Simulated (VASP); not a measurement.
# Au (Fm-3m) in VASP: single point with r2SCAN

Aim: the single point of Au with r2SCAN.

Everything below comes from runs of VASP 6.6.1. Logs are shortened: lines on timing, memory, paths and dates and some standing lists are left out, and cuts for length are marked.

## (1) The cell of the first run

Symmetry: Fm-3m, No. 225, cubic system. Conventional cell: a = 4.124 Å, b = 4.124 Å, c = 4.124 Å, α = 90.00°, β = 90.00°, γ = 90.00°. Within 3.8 Å of Au (site symmetry m-3m) lie 12 Au at 2.92 Å.

## (2) Single point, r2SCAN

POSCAR reads:

```
Au
1.0
   -2.0621502144      2.0621502144      0.0000000000
    0.0000000000      0.0000000000      4.1243004289
    2.0621502144      2.0621502144      0.0000000000
Au
2
Direct
    0.0000000000      0.0000000000      0.0000000000
    0.5000000000      0.5000000000      0.5000000000
```

INCAR.step1 reads:

```
ALGO = Normal
EDIFF = 1E-4
ENCUT = 520
GGA = PE
ISMEAR = -1
LASPH = T
LCHARG = F
LREAL = F
LWAVE = T
NBANDS = 18
NELM = 100
PREC = Accurate
SIGMA = 0.1
```

INCAR.step2 reads:

```
ALGO = Normal
EDIFF = 1E-6
ENCUT = 520
ISIF = 2
ISMEAR = -1
ISTART = 1
LASPH = T
LCHARG = F
LMIXTAU = T
LREAL = F
LWAVE = F
METAGGA = R2SCAN
NBANDS = 18
NELM = 100
PREC = Accurate
SIGMA = 0.1
```

KPOINTS reads:

```
k-points
0
Gamma
  12 9 12
```

Potentials or basis: VASP PAW PBE potentials, release 64 (Au).

The run is started by

```bash
$ cat potpaw_PBE.64/Au/POTCAR > POTCAR
$ cp INCAR.step1 INCAR
$ mpirun -np 1 vasp_std > vasp.out
$ cp INCAR.step2 INCAR
$ mpirun -np 1 vasp_std > vasp.out
```

OUTCAR:

```text
EDIFF = 1E-6
   ENCUT = 520
   ISIF = 2
   ISMEAR = -1
   ISTART = 1
   LASPH = T
   LREAL = F
   METAGGA = R2SCAN
   NELM = 100
   PREC = Accurate

 ion  position               nearest neighbor table
   1  0.000  0.000  0.000-   2 2.92   2 2.92   2 2.92   2 2.92   2 2.92   2 2.92   2 2.92   2 2.92

   2  0.500  0.500  0.500-   1 2.92   1 2.92   1 2.92   1 2.92   1 2.92   1 2.92   1 2.92   1 2.92

  LATTYP: Found a simple tetragonal cell.
 ALAT       =     2.9163208009
 C/A-ratio  =     1.4142135624

  Lattice vectors:

 A1 = (   2.0621502144,  -2.0621502144,   0.0000000000)
 A2 = (   2.0621502144,   2.0621502144,   0.0000000000)
 A3 = (   0.0000000000,   0.0000000000,   4.1243004289)

Analysis of symmetry for initial positions (statically):
=====================================================================
 Subroutine PRICEL returns following result:

  LATTYP: Found a face centered cubic cell.
 ALAT       =     4.1243004288

  Lattice vectors:

 A1 = (   2.0621502144,   0.0000000000,   2.0621502144)
 A2 = (   2.0621502144,   2.0621502144,   0.0000000000)
 A3 = (   0.0000000000,   2.0621502144,   2.0621502144)

   2 primitive cells build up your supercell.

 Routine SETGRP: Setting up the symmetry group for a
 simple tetragonal supercell.

 Subroutine GETGRP returns: Found 16 space group operations
 (whereof 16 operations were pure point group operations)
 out of a pool of 16 trial point group operations.

The static configuration has the point symmetry D_4h.

Analysis of symmetry for dynamics (positions and initial velocities):
=====================================================================
 Subroutine PRICEL returns following result:

  LATTYP: Found a face centered cubic cell.
 ALAT       =     4.1243004288

  Lattice vectors:

 A1 = (   2.0621502144,   0.0000000000,   2.0621502144)
 A2 = (   2.0621502144,   2.0621502144,   0.0000000000)
 A3 = (   0.0000000000,   2.0621502144,   2.0621502144)

   2 primitive cells build up your supercell.

 Routine SETGRP: Setting up the symmetry group for a
 simple tetragonal supercell.

 Subroutine GETGRP returns: Found 16 space group operations
 (whereof 16 operations were pure point group operations)
 out of a pool of 16 trial point group operations.

The dynamic configuration has the point symmetry D_4h.

 Subroutine INISYM returns: Found 16 space group operations
 (whereof 16 operations are pure point group operations),
 and found     2 'primitive' translations

----------------------------------------------------------------------------------------

                                     Primitive cell

  volume of cell :      17.5384

  direct lattice vectors                    reciprocal lattice vectors
     2.062150214  0.000000000  2.062150214     0.242465363 -0.242465363  0.242465363
     2.062150214  2.062150214  0.000000000     0.242465363  0.242465363 -0.242465363
     0.000000000  2.062150214  2.062150214    -0.242465363  0.242465363  0.242465363

  length of vectors
     2.916320801  2.916320801  2.916320801     0.419962328  0.419962328  0.419962328

  position of ions in fractional coordinates (direct lattice)
     0.000000000  0.000000000  0.000000000

  ion indices of the primitive-cell ions
   primitive index   ion index
                 1           1

----------------------------------------------------------------------------------------

 KPOINTS: k-points

Automatic generation of k-mesh.
 Grid dimensions read from file:
 generate k-points for:   12    9   12

 Generating k-lattice:

  Cartesian coordinates                     Fractional coordinates (reciprocal lattice)
    -0.020205447  0.020205447  0.000000000     0.083333333  0.000000000  0.000000000
     0.000000000  0.000000000  0.026940596     0.000000000  0.111111111  0.000000000
     0.020205447  0.020205447  0.000000000     0.000000000  0.000000000  0.083333333

  Length of vectors
     0.028574817  0.026940596  0.028574817

  Shift w.r.t. Gamma in fractional coordinates (k-lattice)
     0.000000000  0.000000000  0.000000000

 Subroutine IBZKPT returns following result:
 ===========================================

 Found    140 irreducible k-points:

 Following reciprocal coordinates:
            Coordinates               Weight
  0.000000  0.000000  0.000000      1.000000
  0.083333  0.000000  0.000000      4.000000
  0.166667  0.000000  0.000000      4.000000
  0.250000  0.000000  0.000000      4.000000
  0.333333  0.000000  0.000000      4.000000
  0.416667  0.000000  0.000000      4.000000
[... 16 lines left out ...]
  0.083333  0.333333  0.000000      8.000000
  0.166667  0.333333  0.000000      8.000000
 [... further k-points ...]
   k-points           NKPTS =    140   k-points in BZ     NKDIM =    140   number of bands    NBANDS=     18
   number of dos      NEDOS =    301   number of ions     NIONS =      2
   total plane-waves  NPLWV =  18432
   dimension x,y,z NGX =    24 NGY =   32 NGZ =   24
   dimension x,y,z NGXF=    48 NGYF=   64 NGZF=   48
   ions per type =               2
   NGX,Y,Z   is equivalent  to a cutoff of  13.68, 12.90, 13.68 a.u.
   NGXF,Y,Z  is equivalent  to a cutoff of  27.36, 25.80, 27.36 a.u.
 SYSTEM =  unknown system
   PREC   = accura    normal or accurate (medium, high low for compatibility)
   ISTART =      1    job   : 0-new  1-cont  2-samecut
   ICHARG =      0    charge: 1-file 2-atom 10-const
   ISPIN  =      1    spin polarized calculation?
   LNONCOLLINEAR =      F non collinear calculations
   LSORBIT =      F    spin-orbit coupling
   LASPH  =      T    aspherical Exc in radial PAW
   ENCUT  =  520.0 eV  38.22 Ry    6.18 a.u.   5.42  7.67  5.42*2*pi/ulx,y,z
   NELM   =    100;   NELMIN=  2; NELMDL=  0     # of ELM steps
   EDIFF  = 0.1E-05   stopping-criterion for ELM
   LREAL  =      F    real-space projection
   EDIFFG = 0.1E-04   stopping-criterion for IOM
   NSW    =      0    number of steps for IOM
   IBRION =     -1    ionic relax: 0-MD 1-quasi-New 2-CG
   NFREE  =      0    steps in history (QN), initial steepest desc. (CG)
   ISIF   =      2    stress and relaxation
   ISYM   =      2    0-nonsym 1-usesym 2-fastsym
   POTIM  = 0.5000    time-step for ionic-motion
   TEBEG  =    0.0;   TEEND  =   0.0 temperature during run
   PSTRESS=    0.0 pullay stress
   NELECT =      22.0000    total number of electrons
   NUPDOWN=      -1.0000    fix difference up-down
   EMIN   =  10.00;   EMAX   =-10.00  energy-range for DOS
   EFERMI =   0.00;   METHOD = LEGACY
   ISMEAR =    -1;   SIGMA  =   0.10  broadening in eV -4-tet -1-fermi 0-gaus
   EFERMI_NEDOS =   21; number of points for ismear=-14 and -15
   IALGO  =     38    algorithm
   IMIX   =      4    mixing-type and parameters
     AMIX     =   0.40;   BMIX     =  1.00
     AMIX_MAG =   1.60;   BMIX_MAG =  1.00
  volume/ion in A,a.u.               =      17.54       118.36
  Fermi-wavevector in a.u.,A,eV,Ry     =   1.401335  2.648140 26.718317  1.963741
  Thomas-Fermi vector in A             =   2.524207
   LORBIT       =      0    0 simple, 1 ext, 2 COOP (PROOUT), +10 PAW based schemes
   METAGGA = R2SCAN    functional components
   LHFCALC =     F    Hartree Fock is set to
   AEXX    =    0.0000 exact exchange contribution
   IVDW    =     0    specifies the selected vdW correction
   LEPSILON=     F    determine dielectric tensor
   LRPA    =     F    only Hartree local field effects (RPA)
 non-spin polarized calculation
  energy-cutoff  :      520.00
  volume of cell :       35.08
 maximum number of plane-waves:       966
 NGX is ok and might be reduce to    24
   NGX = 11   NGY = 15   NGZ = 11

 number of electron      21.9999997 magnetization

 Free energy of the ion-electron system (eV)
  ---------------------------------------------------
  ext. energy  EPLUGINS =         0.00000000
  ---------------------------------------------------
  free energy    TOTEN  =      -101.19207378 eV

  energy without entropy =     -101.16808267  energy(sigma->0) =     -101.18007823

 E-fermi :   8.8603     XC(G=0): -13.4261

 val. band max:        8.8583037824   @ k =   0.4167   0.2222   0.3333
 cond. band min:       8.8633118833   @ k =   0.4167   0.1111   0.4167
 fundamental gap:      0.0050081009
 Fermi energy:         8.8602567234

 k-point     1 :       0.0000    0.0000    0.0000
  band No.  band energies     occupation
      1      -0.9247      2.00000
      2       1.7878      2.00000
      3       2.0523      2.00000
      4       4.0615      2.00000
      5       4.0615      2.00000
      6       4.0639      2.00000
[... 10 lines left out ...]
     17      26.5953      0.00000
     18      28.1268      0.00000

 k-point     2 :       0.0833    0.0000    0.0000
  band No.  band energies     occupation
      1      -0.7613      2.00000
      2       1.8867      2.00000
      3       2.1483      2.00000
      4       4.0034      2.00000
      5       4.1108      2.00000
      6       4.1330      2.00000
[... 10 lines left out ...]
     17      27.1267      0.00000
     18      27.2121      0.00000

 k-point     3 :       0.1667    0.0000    0.0000
  band No.  band energies     occupation
      1      -0.2883      2.00000
      2       2.1014      2.00000
      3       2.4790      2.00000
      4       3.8528      2.00000
      5       4.2560      2.00000
      6       4.2962      2.00000
[... 10 lines left out ...]
     17      25.4294      0.00000
     18      27.3837      0.00000

 k-point     4 :       0.2500    0.0000    0.0000
  band No.  band energies     occupation
      1       0.4403      2.00000
      2       2.3603      2.00000
      3       2.9932      2.00000
      4       3.6679      2.00000
      5       4.4068      2.00000
      6       4.4884      2.00000
[... 375 lines left out ...]
      4       3.4913      2.00000
      5       4.6245      2.00000
      6       4.6245      2.00000
[... 10 lines left out ...]
     17      25.9706      0.00000
     18      26.1306      0.00000

 k-point    23 :       0.0833    0.3333    0.0000
  band No.  band energies     occupation
      1       0.4517      2.00000
      2       2.1426      2.00000
      3       2.5787      2.00000
      4       3.5216      2.00000
      5       4.5222      2.00000
      6       4.5881      2.00000
[... 10 lines left out ...]
     17      25.6501      0.00000
     18      26.6133      0.00000

 k-point    24 :       0.1667    0.3333    0.0000
  band No.  band energies     occupation
      1       0.7900      2.00000
      2       2.2867      2.00000
      3       2.9434      2.00000
      4       3.6677      2.00000
      5       4.3950      2.00000
      6       4.4843      2.00000
[... 10 lines left out ...]
     17      25.5041      0.00000
     18      26.5811      0.00000

 [... further k-points ...]

------------------------ aborting loop because EDIFF is reached ----------------------------------------

  FORCE on cell =-STRESS in cart. coord.  units (eV):
  Direction    XX          YY          ZZ          XY          YZ          ZX
  --------------------------------------------------------------------------------------
  -------------------------------------------------------------------------------------
  Total        0.1279102      0.1279102     -0.0156742      0.0000000     -0.0000000     -0.0000000
  in kB        5.8424475      5.8424475     -0.7159353      0.0000000     -0.0000000     -0.0000000
  external PRESSURE =       3.6563199 kB  Pullay stress =       0.0000000 kB

 VOLUME and BASIS-vectors are now :
 -----------------------------------------------------------------------------
  energy-cutoff  :      520.00
  volume of cell :       35.08
      direct lattice vectors                 reciprocal lattice vectors
    -2.062150214  2.062150214  0.000000000    -0.242465363  0.242465363  0.000000000
     0.000000000  0.000000000  4.124300429     0.000000000  0.000000000  0.242465363
     2.062150214  2.062150214  0.000000000     0.242465363  0.242465363  0.000000000

 POSITION                                       TOTAL-FORCE (eV/Angst)
 -----------------------------------------------------------------------------------
      0.00000      0.00000      0.00000         0.000000      0.000000     -0.000000
      0.00000      2.06215      2.06215        -0.000000     -0.000000      0.000000
 -----------------------------------------------------------------------------------
    total drift:                               -0.000000     -0.000000      0.000000

  FREE ENERGIE OF THE ION-ELECTRON SYSTEM (eV)
  ---------------------------------------------------
  free  energy   TOTEN  =      -101.1920737840 eV

  energy  without entropy=     -101.1680826704  energy(sigma->0) =     -101.18007823
```

Run time: 3.6 min. Hardware: 1 thread of AMD EPYC 7R13 (Zen 3), shared host; peak memory 0.18 GiB.

Results:

```yaml
Free_energy: -101.1921 eV
Pressure: 0.4 GPa
Band_gap_on_the_k_mesh: zero (band 11 reaches 13.66 eV, above the bottom of band 12 at 6.16 eV)
```

Levels at points of the mesh, in eV from the Fermi level:
| k point | band 9 | band 10 | band 11 | band 12 | band 13 | band 14 |
| --- | --- | --- | --- | --- | --- | --- |
| (0.00, 0.00, 0.00) | -2.21 | -1.83 | -1.83 | 1.26 | 5.76 | 10.43 |
| (0.50, 0.00, 0.00) | -3.32 | -3.32 | -0.37 | -0.37 | 8.80 | 8.80 |
| (0.50, 0.00, 0.50) | -1.83 | -1.83 | 1.27 | 1.27 | 5.76 | 5.76 |

Caveat: the PAW data sets were made with another functional, which shifts forces and pressure a little; spin-orbit coupling is left out, which moves the levels of the heavy elements.
